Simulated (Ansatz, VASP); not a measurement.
## One calculation of Pd, two programs

File INCAR:

```
SYSTEM = Pd
PREC     = Accurate       ! precision mode
ENCUT    = 520            ! plane-wave cutoff, eV
EDIFF    = 1E-6           ! SCF threshold, eV
ISMEAR   = 0              ! smearing method
SIGMA    = 0.1            ! smearing width, eV
LREAL    = .False.        ! projectors in reciprocal space
LASPH    = .True.         ! aspherical terms in the spheres
NELM     = 80             ! most SCF steps
ALGO     = Normal         ! electronic algorithm
ISIF     = 2              ! what is computed and relaxed
LWAVE    = .False.        ! write WAVECAR
LCHARG   = .False.        ! write CHGCAR
GGA      = PS             ! functional
NBANDS   = 11             ! bands
```

File KPOINTS:

```
regular mesh
0
Gamma
  18 18 18
  0 0 0
```

File POSCAR:

```
Pd
1.0
    0.0000000000      1.8775267224      1.8775267224
    1.8775267224      0.0000000000      1.8775267224
    1.8775267224      1.8775267224      0.0000000000
Pd
1
Direct
    0.0000000000      0.0000000000      0.0000000000
```

Input for Ansatz:

```yaml
crystal:
  lattice:
    - [0.0, 1.8775267224, 1.8775267224]
    - [1.8775267224, 0.0, 1.8775267224]
    - [1.8775267224, 1.8775267224, 0.0]
  atoms:
    - { symbol: Pd, position: [0.0, 0.0, 0.0] }
basis:
  ecutwfc: 420
kpoints:
  mp_grid: { grid: [18, 18, 18] }
hamiltonian:
  xc: pbesol
scf:
  occupations: { method: gaussian, width: 0.1 }
output:
  forces: true
  stress: true
  eigenvalues: true
```

Alike in both runs: task single point; functional PBEsol; k mesh 18 × 18 × 18; occupations gaussian, width 0.1 eV; no spin polarisation.

|  | VASP | Ansatz |
| --- | --- | --- |
| version | VASP 6.6.1 | Ansatz 0.2.0 |
| potentials or method | VASP PAW PBE potentials, release 64 (Pd), cutoff 520 eV | scalar-relativistic, plane waves, PAW |
| valence electrons in the cell | 10 | 18 |

Ansatz gave:

- gap on the k mesh at the Fermi level (eV): none
- pressure (GPa): 24.9

Task: Which values does VASP return?

Result: gap on the k mesh at the Fermi level (eV): none; pressure (GPa): 24.4.

VASP's potentials were made for PBE, not for PBEsol. A gap of «none» marks a metal or a gap that the smearing closes. VASP's potentials hold 10 valence electrons a cell and Ansatz's 18, so a difference there can come from the potentials and not from the codes.
